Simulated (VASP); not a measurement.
# NiO (Fm-3m) in VASP: further runs, part 2 of 2

VASP 6.6.1.

## Step 5: Single point, LDA+U, collinear spin, ferromagnetic start

INCAR

```
SYSTEM = NiO
PREC = Accurate ; ENCUT = 520
EDIFF = 1E-6 ; ISMEAR = 0
SIGMA = 0.05 ; LREAL = .FALSE.
LASPH = .TRUE. ; NELM = 150
ALGO = Normal ; ISIF = 2
LWAVE = .FALSE. ; LCHARG = .FALSE.
ISPIN = 2 ; MAGMOM = 1.5 1.5 0.09 0.09
LORBIT = 11 ; NUPDOWN = 3.0
LMAXMIX = 4 ; LDAU = .TRUE.
LDAUTYPE = 1 ; LDAUL = 2 -1
LDAUU = 5 0 ; LDAUJ = 0.9 0
LDAUPRINT = 1 ; NBANDS = 28
```

KPOINTS

```
Automatic mesh
0
G
  8 8 8
  0 0 0
```

POSCAR

```
NiO
1.0
    0.0000000000      2.0913095100      2.0913095100
    2.0913095100      0.0000000000      2.0913095100
    4.1826190200      4.1826190200      0.0000000000
Ni O
2 2
Direct
    0.0000000000      0.0000000000      0.0000000000
    0.0000000000      0.0000000000      0.5000000000
    0.5000000000      0.5000000000      0.2500000000
    0.5000000000      0.5000000000      0.7500000000
```

Potentials or basis: VASP PAW LDA potentials, release 64 (Ni, O).

Run with:

```sh
cat potpaw_LDA.64/Ni/POTCAR potpaw_LDA.64/O/POTCAR > POTCAR
mpirun -np 1 vasp_std > vasp.out
```

OUTCAR:

```text
SYSTEM = NiO
   PREC = Accurate
   ENCUT = 520
   EDIFF = 1E-6
   ISMEAR = 0
   LREAL = .FALSE.
   LASPH = .TRUE.
   NELM = 150
   ISIF = 2
   ISPIN = 2
   LORBIT = 11
   NUPDOWN = 3.0

 ion  position               nearest neighbor table
   1  0.000  0.000  0.000-   4 2.09   3 2.09   4 2.09   3 2.09   4 2.09   3 2.09   2 2.96   2 2.96
                             2 2.96   2 2.96   2 2.96   2 2.96
   2  0.000  0.000  0.500-   3 2.09   3 2.09   4 2.09   3 2.09   4 2.09   4 2.09   1 2.96   1 2.96
                             1 2.96   1 2.96   1 2.96   1 2.96
   3  0.500  0.500  0.250-   1 2.09   1 2.09   2 2.09   1 2.09   2 2.09   2 2.09
   4  0.500  0.500  0.750-   2 2.09   1 2.09   2 2.09   1 2.09   2 2.09   1 2.09

  LATTYP: Found a trigonal (rhomboedric) cell.
 ALAT       =     5.1226411937
 COS(alpha) =     0.8333333333

  Lattice vectors:

 A1 = (   4.1826190200,   2.0913095100,  -2.0913095100)
 A2 = (   2.0913095100,   2.0913095100,  -4.1826190200)
 A3 = (   2.0913095100,   4.1826190200,  -2.0913095100)

Analysis of symmetry for initial positions (statically):
=====================================================================
 Subroutine PRICEL returns following result:

  LATTYP: Found a face centered cubic cell.
 ALAT       =     4.1826190200
[... 12 lines left out ...]
 Subroutine GETGRP returns: Found 12 space group operations
 (whereof 12 operations were pure point group operations)
 out of a pool of 12 trial point group operations.

The static configuration has the point symmetry D_3d.

Analysis of symmetry for dynamics (positions and initial velocities):
=====================================================================
 Subroutine PRICEL returns following result:

  LATTYP: Found a face centered cubic cell.
 ALAT       =     4.1826190200
[... 12 lines left out ...]
 Subroutine GETGRP returns: Found 12 space group operations
 (whereof 12 operations were pure point group operations)
 out of a pool of 12 trial point group operations.

The dynamic configuration has the point symmetry D_3d.

Analysis of structural, dynamic, and magnetic symmetry:
=====================================================================
[... 235 lines left out ...]
  free energy    TOTEN  =       -23.74183082 eV

  energy without entropy =      -23.73826371  energy(sigma->0) =      -23.74004727

 E-fermi :   8.3207     XC(G=0): -13.1275

 val. band max:        8.2954196801   @ k =  -0.2500  -0.3750   0.1250
 cond. band min:       6.4682477655   @ k =  -0.3750   0.0000   0.1250
 fundamental gap:     -1.8271719146
 Fermi energy:         6.4119013123

 spin component 1

 k-point     1 :       0.0000    0.0000    0.0000
  band No.  band energies     occupation
      1     -12.4573      1.00000
      2     -11.0011      1.00000
      3      -0.9608      1.00000
      4       0.4381      1.00000
      5       0.4381      1.00000
      6       2.3707      1.00000
[... 1481 lines left out ...]
     27      24.2105      0.00000
     28      28.5698      0.00000

 [... further k-points ...]

------------------------ aborting loop because EDIFF is reached ----------------------------------------

  FORCE on cell =-STRESS in cart. coord.  units (eV):
  Direction    XX          YY          ZZ          XY          YZ          ZX
  --------------------------------------------------------------------------------------
  -------------------------------------------------------------------------------------
  Total       -4.2099122     -4.2099122     -4.2099122      0.0009444     -0.0009444     -0.0009444
  in kB     -184.3608479   -184.3608479   -184.3608479      0.0413554     -0.0413554     -0.0413554
  external PRESSURE =    -184.3608479 kB  Pullay stress =       0.0000000 kB

 VOLUME and BASIS-vectors are now :
 -----------------------------------------------------------------------------
  energy-cutoff  :      520.00
  volume of cell :       36.59
      direct lattice vectors                 reciprocal lattice vectors
     0.000000000  2.091309510  2.091309510    -0.239084649  0.239084649  0.239084649
     2.091309510  0.000000000  2.091309510     0.239084649 -0.239084649  0.239084649
     4.182619020  4.182619020  0.000000000     0.119542324  0.119542324 -0.119542324

 POSITION                                       TOTAL-FORCE (eV/Angst)
 -----------------------------------------------------------------------------------
      0.00000      0.00000      0.00000        -0.000000     -0.000000     -0.000000
      2.09131      2.09131      0.00000        -0.000000     -0.000000      0.000000
      2.09131      2.09131      2.09131         0.000000      0.000000     -0.000000
      4.18262      4.18262      2.09131         0.000000      0.000000      0.000000
 -----------------------------------------------------------------------------------
    total drift:                                0.000000     -0.000000     -0.000000

  FREE ENERGIE OF THE ION-ELECTRON SYSTEM (eV)
  ---------------------------------------------------
  free  energy   TOTEN  =       -23.7418308214 eV

  energy  without entropy=      -23.7382637142  energy(sigma->0) =      -23.74004727

 total charge

# of ion       s       p       d       tot
------------------------------------------
    1        0.337   0.410   8.328   9.075
    2        0.337   0.410   8.328   9.075
    3        1.543   3.393   0.000   4.937
    4        1.543   3.393   0.000   4.937
--------------------------------------------------
tot          3.760   7.607  16.657  28.023

 magnetization (x)

# of ion       s       p       d       tot
------------------------------------------
    1        0.011   0.014   1.388   1.413
    2        0.011   0.014   1.388   1.413
    3        0.019   0.059   0.000   0.078
    4        0.019   0.059   0.000   0.078
--------------------------------------------------
tot          0.060   0.147   2.775   2.982
```

stdout:

```text
POSCAR found type information on POSCAR NiO
 POSCAR found :  2 types and       4 ions
 scaLAPACK will be used
 LDA part: xc-table for (Slater(with rela. corr.)+CA(PZ))
 , standard interpolation
 POSCAR, INCAR and KPOINTS ok, starting setup
 FFT: planning ... GRIDC
 FFT: planning ... GRID_SOFT
 FFT: planning ... GRID
 WAVECAR not read
 entering main loop
```

Wall time 2.5 min (1 thread of Intel Xeon 8259CL, shared host); peak memory 0.22 GiB.

What came out:

| Item | Value |
| --- | --- |
| Free energy | -23.7418 eV |
| Pressure | -18.4 GPa |
| Net moment | 3.00 μB per cell |
| Site moments | Ni +1.41; O +0.08 μB |
| Valence electrons inside the program's atomic spheres | Ni 9.07; O 4.94 |

Eigenvalues of the final occupation matrices:
| site | spin | trace | eigenvalues |
| --- | --- | --- | --- |
| site 1 d | 1 | 4.87 | 0.97 0.97 0.97 0.98 0.98 |
| site 1 d | 2 | 3.48 | 0.28 0.28 0.97 0.97 0.97 |
| site 2 d | 1 | 4.87 | 0.97 0.97 0.97 0.98 0.98 |
| site 2 d | 2 | 3.48 | 0.28 0.28 0.97 0.97 0.97 |

Caveat: the cell stands under tension; the total moment is fixed, so each spin has its own Fermi level.

## Step 6: Single point, LDA+U, collinear spin, antiferromagnetic start

INCAR

```
PREC = Accurate
ENCUT = 520
EDIFF = 1E-7
ISMEAR = 0
SIGMA = 0.05
LREAL = False
LASPH = True
NELM = 150
ALGO = Normal
ISIF = 2
LWAVE = False
LCHARG = False
ISPIN = 2
MAGMOM = 1.58 -1.58 0 0
LORBIT = 11
LMAXMIX = 4
LDAU = True
LDAUTYPE = 1
LDAUL = 2 -1
LDAUU = 5 0
LDAUJ = 0.9 0
LDAUPRINT = 1
GGA = CA
NBANDS = 28
```

KPOINTS

```
Automatic mesh
0
Gamma
  8 8 8
```

POSCAR is that of step 5.

Potentials or basis: VASP PAW LDA potentials, release 64 (Ni, O).

Run with:

```sh
cat potpaw_LDA.64/Ni/POTCAR potpaw_LDA.64/O/POTCAR > POTCAR
mpirun -np 1 vasp_std > vasp.out
```

OUTCAR:

```text
PREC = Accurate
   ENCUT = 520
   EDIFF = 1E-7
   ISMEAR = 0
   LREAL = False
   LASPH = True
   NELM = 150
   ISIF = 2
   ISPIN = 2
   LORBIT = 11
   GGA = CA

 ion  position               nearest neighbor table
   1  0.000  0.000  0.000-   4 2.09   3 2.09   4 2.09   3 2.09   4 2.09   3 2.09   2 2.96   2 2.96
                             2 2.96   2 2.96   2 2.96   2 2.96
   2  0.000  0.000  0.500-   3 2.09   3 2.09   4 2.09   3 2.09   4 2.09   4 2.09   1 2.96   1 2.96
                             1 2.96   1 2.96   1 2.96   1 2.96
   3  0.500  0.500  0.250-   1 2.09   1 2.09   2 2.09   1 2.09   2 2.09   2 2.09
   4  0.500  0.500  0.750-   2 2.09   1 2.09   2 2.09   1 2.09   2 2.09   1 2.09

  LATTYP: Found a trigonal (rhomboedric) cell.
 ALAT       =     5.1226411937
 COS(alpha) =     0.8333333333

  Lattice vectors:

 A1 = (   4.1826190200,   2.0913095100,  -2.0913095100)
 A2 = (   2.0913095100,   2.0913095100,  -4.1826190200)
 A3 = (   2.0913095100,   4.1826190200,  -2.0913095100)

Analysis of symmetry for initial positions (statically):
=====================================================================
 Subroutine PRICEL returns following result:

  LATTYP: Found a face centered cubic cell.
 ALAT       =     4.1826190200
[... 12 lines left out ...]
 Subroutine GETGRP returns: Found 12 space group operations
 (whereof 12 operations were pure point group operations)
 out of a pool of 12 trial point group operations.

The static configuration has the point symmetry D_3d.

Analysis of symmetry for dynamics (positions and initial velocities):
=====================================================================
 Subroutine PRICEL returns following result:

  LATTYP: Found a face centered cubic cell.
 ALAT       =     4.1826190200
[... 250 lines left out ...]

 number of electron      32.0000011 magnetization      -0.0000000

 Free energy of the ion-electron system (eV)
  ---------------------------------------------------
  ext. energy  EPLUGINS =         0.00000000
  ---------------------------------------------------
  free energy    TOTEN  =       -24.85980578 eV

  energy without entropy =      -24.85980578  energy(sigma->0) =      -24.85980578

 E-fermi :   6.3674     XC(G=0): -13.1309

 val. band max:        6.0828908019   @ k =   0.0000   0.0000   0.5000
 cond. band min:       8.6842825510   @ k =   0.2500   0.2500   0.0000
 fundamental gap:      2.6013917491
 Fermi energy:         6.3673550010

 spin component 1

 k-point     1 :       0.0000    0.0000    0.0000
  band No.  band energies     occupation
      1     -12.1763      1.00000
      2     -10.6852      1.00000
      3      -0.8235      1.00000
      4       0.6190      1.00000
      5       0.6190      1.00000
      6       3.0770      1.00000
[... 1481 lines left out ...]
     27      24.1078      0.00000
     28      28.4145      0.00000

 [... further k-points ...]

------------------------ aborting loop because EDIFF is reached ----------------------------------------

  FORCE on cell =-STRESS in cart. coord.  units (eV):
  Direction    XX          YY          ZZ          XY          YZ          ZX
  --------------------------------------------------------------------------------------
  -------------------------------------------------------------------------------------
  Total       -3.9816483     -3.9816483     -3.9816483     -0.0223715      0.0223715      0.0223715
  in kB     -174.3646919   -174.3646919   -174.3646919     -0.9796927      0.9796927      0.9796927
  external PRESSURE =    -174.3646919 kB  Pullay stress =       0.0000000 kB

 VOLUME and BASIS-vectors are now :
 -----------------------------------------------------------------------------
  energy-cutoff  :      520.00
  volume of cell :       36.59
      direct lattice vectors                 reciprocal lattice vectors
     0.000000000  2.091309510  2.091309510    -0.239084649  0.239084649  0.239084649
     2.091309510  0.000000000  2.091309510     0.239084649 -0.239084649  0.239084649
     4.182619020  4.182619020  0.000000000     0.119542324  0.119542324 -0.119542324

 POSITION                                       TOTAL-FORCE (eV/Angst)
 -----------------------------------------------------------------------------------
      0.00000      0.00000      0.00000        -0.000000     -0.000000     -0.000000
      2.09131      2.09131      0.00000        -0.000000     -0.000000      0.000000
      2.09131      2.09131      2.09131         0.000000      0.000000      0.000000
      4.18262      4.18262      2.09131        -0.000000     -0.000000     -0.000000
 -----------------------------------------------------------------------------------
    total drift:                                0.000000     -0.000000     -0.000000

  FREE ENERGIE OF THE ION-ELECTRON SYSTEM (eV)
  ---------------------------------------------------
  free  energy   TOTEN  =       -24.8598057819 eV

  energy  without entropy=      -24.8598057819  energy(sigma->0) =      -24.85980578

 total charge

# of ion       s       p       d       tot
------------------------------------------
    1        0.343   0.420   8.263   9.026
    2        0.343   0.420   8.263   9.026
    3        1.539   3.424   0.000   4.964
    4        1.539   3.424   0.000   4.964
--------------------------------------------------
tot          3.765   7.689  16.526  27.980

 magnetization (x)

# of ion       s       p       d       tot
------------------------------------------
    1       -0.006  -0.008   1.633   1.619
    2        0.006   0.008  -1.633  -1.619
    3        0.000   0.000   0.000   0.000
    4        0.000   0.000   0.000   0.000
--------------------------------------------------
tot          0.000   0.000   0.000   0.000
```

Wall time 2.4 min (1 thread of Intel Xeon 8259CL, shared host); peak memory 0.23 GiB.

What came out:

```
Free energy                                           : -24.8598 eV
Pressure                                              : -17.4 GPa
Band gap on the k mesh                                : 2.60 eV
Net moment                                            : 0.00 μB per cell
Site moments                                          : Ni +1.62, -1.62; O +0.00 μB
Valence electrons inside the program's atomic spheres : Ni 9.03; O 4.96
```

Stress tensor (GPa, compression positive):
```
-17.44  -0.10   0.10
 -0.10 -17.44   0.10
  0.10   0.10 -17.44
```

Eigenvalues of the final occupation matrices:
```tsv
site	spin	trace	eigenvalues
site 1 d	1	4.96	0.97 0.97 0.97 1.02 1.02
site 1 d	2	3.33	0.20 0.20 0.98 0.98 0.98
site 2 d	1	3.33	0.20 0.20 0.98 0.98 0.98
site 2 d	2	4.96	0.97 0.97 0.97 1.02 1.02
```

Caveat: the cell stands under tension.

## Step 7: The runs side by side

```tsv
spin	fixed moment (μB)	gap on the mesh (eV)	pressure (GPa)	moment (μB)
collinear, ferromagnetic start	-	1.20	-14.5	4.00
collinear, ferromagnetic start	3.0	-	-18.4	3.00
collinear, antiferromagnetic start	-	2.60	-17.4	0.00
```

Alike in all rows: task single point; level LDA+U; potentials or basis VASP PAW LDA potentials, release 64 (Ni, O); Ni d U = 5.0 eV, J = 0.9 eV; cell as given; k mesh 8 × 8 × 8; cutoff (eV) 520; smearing gaussian 0.05 eV.

Caveats: the cell stands under tension; the total moment is fixed, so each spin has its own Fermi level (at least some runs).

Absolute energies hang on the potentials; compare differences alone.
